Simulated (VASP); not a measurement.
A run of VASP 6.6.1 is set up as follows.

The input INCAR:

```
PREC = Accurate
ENCUT = 520
EDIFF = 1E-7
ISMEAR = 0
SIGMA = 0.15
LREAL = F
LASPH = T
NELM = 100
ALGO = Normal
ISIF = 2
LWAVE = F
LCHARG = F
GGA = PS
NBANDS = 10
```

File KPOINTS:

```
Automatic mesh
0
Gamma
  22 22 22
```

POSCAR

```
Ir
1.0
    0.0000000000      1.7661240000      2.0732760000
    1.7661240000      0.0000000000      2.0732760000
    1.7661240000      1.7661240000      0.0000000000
Ir
1
Direct
    0.0000000000      0.0000000000      0.0000000000
```

Potentials or basis: VASP PAW PBE potentials, release 64 (Ir).

Command:

```sh
$ cat potpaw_PBE.64/Ir/POTCAR > POTCAR
$ mpirun -np 1 vasp_std > vasp.out
```

Question: Predict the pressure.

Answer: 49.4 GPa.

Stress tensor (GPa, compression positive):
```
74.84  0.00  0.00
 0.00 74.84  0.00
 0.00  0.00 -1.46
```

Caveat: the cell differs from its parent crystal (strain -0.080 along x and y, +0.080 along z); the PAW data sets were made with another functional, which shifts forces and pressure a little.
